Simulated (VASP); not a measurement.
Write the native input for VASP 6.6.1 that does the following.

```yaml
Task: single point
Functional: PBE
Potentials_or_basis: VASP PAW PBE potentials, release 64 (C)
Cutoff: 520 eV
k_mesh: 1 × 1 × 23
Occupations: gaussian, width 0.05 eV
Spin: collinear spin
Starting_moments: "[0.5, 0.5, 0.5, 0.5] μB"
Dipole_correction: no
Further_INCAR_settings: ALGO = Normal; EDIFF = 1e-07; NBANDS = 20
```

The structure of C lies in POSCAR:

```
C
1.0
   10.5000000000      0.0000000000      0.0000000000
    0.0000000000      9.3000000000      0.0000000000
    0.0000000000      0.0000000000      2.8960442177
C
4
Direct
    0.4292826465      0.5000000000      0.0000000000
    0.4292826465      0.5000000000      0.5000000000
    0.5707173535      0.5000000000      0.0000000000
    0.5707173535      0.5000000000      0.5000000000
```

The input as run:

INCAR

```
ALGO = Normal
EDIFF = 1E-7
ENCUT = 520
GGA = PE
ISIF = 2
ISMEAR = 0
ISPIN = 2
LASPH = True
LCHARG = False
LORBIT = 11
LREAL = False
LWAVE = False
MAGMOM = 0.5 0.5 0.5 0.5
NBANDS = 20
NELM = 150
PREC = Accurate
SIGMA = 0.05
```

KPOINTS

```
k-points
0
Gamma
  1 1 23
```

Potentials or basis: VASP PAW PBE potentials, release 64 (C).

Run with:

```bash
$ cat potpaw_PBE.64/C/POTCAR > POTCAR
$ mpirun -np 1 vasp_std > vasp.out
```

It gave:

```
Largest force                                         : 0.079 eV/Å
Net moment                                            : 0.00 μB per cell
Valence electrons inside the program's atomic spheres : C 2.52
```

Run time: 5.7 min on 1 thread of Intel Xeon 8259CL, on a shared host, peak memory 0.49 GiB.
